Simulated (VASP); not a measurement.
Wanted: the native input for a VASP 6.6.1 run.

* Task: single point
* Functional: PBE
* Potentials or basis: VASP PAW PBE potentials, release 64 (Au)
* Cutoff: 520 eV
* k mesh: 10 × 10 × 10
* Occupations: fermi-dirac, width 0.05 eV
* Spin: no spin polarisation
* Dipole correction: no
* Further INCAR settings: ALGO = Normal; EDIFF = 1e-06; NBANDS = 12

The structure of Au lies in POSCAR:

```
Au
1.0
    0.0000000000      1.9792182614      1.9792182614
    1.9792182614      0.0000000000      1.9792182614
    1.9792182614      1.9792182614      0.0000000000
Au
1
Direct
    0.0000000000      0.0000000000      0.0000000000
```

These files were run (other wordings do the same):

INCAR

```
SYSTEM = Au
  PREC = Accurate
  ENCUT = 520
  EDIFF = 1E-6
  ISMEAR = -1
  SIGMA = 0.05
  LREAL = .FALSE.
  LASPH = .TRUE.
  NELM = 80
  ALGO = Normal
  ISIF = 2
  LWAVE = .FALSE.
  LCHARG = .TRUE.
  GGA = PE
  LELF = .TRUE.
  LVHAR = .TRUE.
  NBANDS = 12
```

KPOINTS

```
Automatic mesh
0
G
  10 10 10
  0 0 0
```

Potentials or basis: VASP PAW PBE potentials, release 64 (Au).

Run with:

```bash
$ cat potpaw_PBE.64/Au/POTCAR > POTCAR
$ mpirun -np 1 vasp_std > vasp.out
```

Results of the run:

The pressure is 31.6 GPa.

Run time: 5.6 s on 1 thread of Intel(R) Xeon(R) Platinum 8488C (Sapphire Rapids), with other jobs on the host, peak memory 0.14 GiB.
